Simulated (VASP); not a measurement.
Here is a VASP 6.6.1 calculation.

POSCAR

```
Al
1.0
   -1.5912186900      1.5912186900      1.5912186900
    1.5912186900     -1.5912186900      1.5912186900
    1.5912186900      1.5912186900     -1.5912186900
Al
1
Direct
    0.0000000000      0.0000000000      0.0000000000
```

File INCAR.step1:

```
SYSTEM = Al
  PREC = Accurate
  ENCUT = 520
  ISMEAR = 0
  SIGMA = 0.1
  LREAL = .FALSE.
  LASPH = .TRUE.
  NELM = 150
  ISPIN = 2
  MAGMOM = 3
  NBANDS = 12
  GGA = PE
  ALGO = Normal
  EDIFF = 1E-4
  LWAVE = .TRUE.
  LCHARG = .FALSE.
```

INCAR.step2

```
SYSTEM = Al
  PREC = Accurate
  ENCUT = 520
  EDIFF = 1E-6
  ISMEAR = 0
  SIGMA = 0.1
  LREAL = .FALSE.
  LASPH = .TRUE.
  NELM = 150
  ALGO = Normal
  ISIF = 2
  LWAVE = .FALSE.
  LCHARG = .FALSE.
  ISPIN = 2
  MAGMOM = 3
  LORBIT = 11
  METAGGA = R2SCAN
  LMIXTAU = .TRUE.
  NBANDS = 12
  ISTART = 1
```

Contents of KPOINTS:

```
Automatic mesh
0
G
  10 10 10
  0 0 0
```

Potentials or basis: VASP PAW PBE potentials, release 64 (Al).

Command:

```console
$ cat potpaw_PBE.64/Al/POTCAR > POTCAR
$ cp INCAR.step1 INCAR
$ mpirun -np 1 vasp_std > vasp.out
$ cp INCAR.step2 INCAR
$ mpirun -np 1 vasp_std > vasp.out
```

(1) Predict the net moment.

(2) Estimate the pressure.

## Answers

(1) 0.00 μB per cell.

(2) 1.0 GPa.

Caveat: the PAW data sets were made with another functional, which shifts forces and pressure a little.
